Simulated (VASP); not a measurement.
Wanted: the native input for a VASP 6.6.1 run.

* Task: single point
* Functional: PBE
* Potentials or basis: VASP PAW PBE potentials, release 64 (Si, C)
* Cutoff: 520 eV
* k mesh: 12 × 12 × 12
* Occupations: gaussian, width 0.02 eV
* Spin: no spin polarisation
* Dipole correction: no
* Further INCAR settings: ALGO = Normal; EDIFF = 1e-06; NBANDS = 11

The structure of SiC lies in POSCAR:

```
SiC
1.0
    1.5491933272      0.8944271845      3.6368493038
   -1.5491933272      0.8944271845      3.6368493038
    0.0000000000     -1.7888543689      3.6368493038
Si C
1 1
Direct
    0.1653492805      0.1653492805      0.1653492805
    0.8347094611      0.8347094611      0.8347094611
```

One way to write it, as run:

INCAR

```
  PREC = Accurate
  ENCUT = 520
  EDIFF = 1E-6
  ISMEAR = 0
  SIGMA = 0.02
  LREAL = False
  LASPH = True
  NELM = 80
  ALGO = Normal
  ISIF = 2
  LWAVE = False
  LCHARG = False
  GGA = PE
  NBANDS = 11
```

KPOINTS

```
regular mesh
0
Gamma
  12 12 12
```

Potentials or basis: VASP PAW PBE potentials, release 64 (Si, C).

Command:

```bash
$ cat potpaw_PBE.64/Si/POTCAR potpaw_PBE.64/C/POTCAR > POTCAR
$ mpirun -np 1 vasp_std > vasp.out
```

It gave:

| Item | Value |
| --- | --- |
| Pressure | 0.0 GPa |
| Largest force | 0.004 eV/Å |
| Band gap on the k mesh | 1.77 eV, indirect (least direct gap 2.66 eV) |

Wall time 2.5 min on 1 thread of AMD EPYC 7R13, on a shared host, peak memory 0.17 GiB.
